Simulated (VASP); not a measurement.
Si (a cell with a defect): single point with PBEsol

Si (a cell with a defect):

```
Si
1.0
     0.00000    5.43383   -5.43383
     5.43383    5.43383    0.00000
     5.43383    0.00000   -5.43383
Si
15
Direct
  0.12706 0.11883 0.12706
  0.12706 0.62706 0.12706
  0.62494 0.12494 0.12519
  0.61883 0.62706 0.12706
  0.12519 0.12494 0.62494
  0.12706 0.62706 0.61883
  0.62494 0.12494 0.62494
  0.62494 0.62519 0.62494
  0.25013 0.24987 0.25013
  0.74987 0.75013 0.25013
  0.74987 0.24987 0.25013
  0.25013 0.75013 0.74987
  0.25013 0.24987 0.74987
  0.74987 0.75013 0.74987
  0.75000 0.25000 0.75000
```

* Program: VASP 6.6.1
* Task: single point
* Functional: PBEsol
* Potentials or basis: VASP PAW PBE potentials, release 64 (Si)
* Cutoff: 520 eV
* k mesh: 3 × 3 × 3
* Occupations: gaussian, width 0.02 eV
* Spin: no spin polarisation
* Dipole correction: no
* Further INCAR settings: LREAL = Auto; ALGO = Normal; EDIFF = 1e-07; NBANDS = 43

The pressure is -2.0 GPa and the largest force is 0.007 eV/Å. The band gap on the k mesh is zero (band 30 reaches 5.94 eV, above the bottom of band 31 at 5.24 eV).

Forces on the atoms (eV/Å):
```
Si  -0.004 -0.004 -0.004
Si   0.004  0.004 -0.004
Si  -0.003  0.003  0.003
Si   0.004 -0.004  0.004
Si   0.003 -0.003  0.003
Si  -0.004  0.004  0.004
Si   0.003  0.003 -0.003
Si  -0.003 -0.003 -0.003
Si   0.000  0.000  0.007
Si  -0.007  0.000  0.000
Si   0.000  0.007  0.000
Si   0.000 -0.007  0.000
Si   0.007  0.000  0.000
Si   0.000  0.000 -0.007
Si   0.000  0.000  0.000
```

Levels at points of the mesh, in eV from the Fermi level:
| k point | band 27 | band 28 | band 29 | band 30 | band 31 | band 32 | band 33 | band 34 |
| --- | --- | --- | --- | --- | --- | --- | --- | --- |
| (0.00, 0.00, 0.00) | -0.49 | -0.49 | -0.49 | 0.73 | 0.73 | 0.73 | 0.74 | 0.74 |

It took 63 s on 1 thread of Intel(R) Xeon(R) 6975P-C (Granite Rapids), on a shared host, peak memory 0.44 GiB.

Caveat: the PAW data sets were made with another functional, which shifts forces and pressure a little.
